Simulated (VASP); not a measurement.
ZnAu (ZnAu (110), 1 layers), 2 atoms in the cell. The cell holds a slab with vacuum, 2 atoms: a = 3.187 Å, b = 4.507 Å, c = 16.000 Å, α = 90.00°, β = 90.00°, γ = 90.00°. 

* Program: VASP 6.6.1
* Task: single point
* Functional: PBE
* Potentials or basis: VASP PAW PBE potentials, release 64 (Zn, Au)
* Cutoff: 520 eV
* k mesh: 10 × 7 × 1
* Occupations: fermi-dirac, width 0.05 eV
* Spin: no spin polarisation
* Dipole correction: yes
* Further INCAR settings: ALGO = Normal; EDIFF = 1e-06; NBANDS = 18

Potentials or basis: VASP PAW PBE potentials, release 64 (Zn, Au).

Command:

```sh
$ cat potpaw_PBE.64/Zn/POTCAR potpaw_PBE.64/Au/POTCAR > POTCAR
$ mpirun -np 1 vasp_std > vasp.out
```

Hardware: 1 thread of Intel(R) Xeon(R) Platinum 8259CL CPU @ 2.50GHz (Skylake/Cascade Lake), with other jobs on the host.

Question: Estimate the wall time of this run.

Answer: Wall time 2.2 min on 1 thread of Intel(R) Xeon(R) Platinum 8259CL CPU @ 2.50GHz (Skylake/Cascade Lake), on a shared host, peak memory 0.36 GiB. Counts: scf iterations 20, k points 24.
